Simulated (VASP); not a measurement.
Runs of VASP 6.6.1 on Al2Cu. The structure is that of space group Fm-3m (No. 225), or close to it. The cells are those of the table. 

```tsv
cell	gap on the mesh (eV)	pressure (GPa)
a = 4.253 Å, angles 119.6, 119.6, 90.7°, 3 atoms	none	-8.4
a = 4.219 Å, angles 119.0, 119.0, 91.7°, 3 atoms	none	-7.5
a = 4.335 Å, angles 119.4, 119.4, 91.1°, 3 atoms	none	-10.8
a = 4.287 Å, angles 120.1, 120.1, 89.8°, 3 atoms	none	(a)
```

Alike in all rows: task single point; level PBE; potentials or basis VASP PAW PBE potentials, release 64 (Al, Cu); no spin polarisation; k mesh 14 × 14 × 14; cutoff (eV) 520; smearing gaussian 0.15 eV.

Problem. Fill in the values left out.

Solution. (a) -9.3.

A gap of «none» marks levels without a gap at the run's occupations.
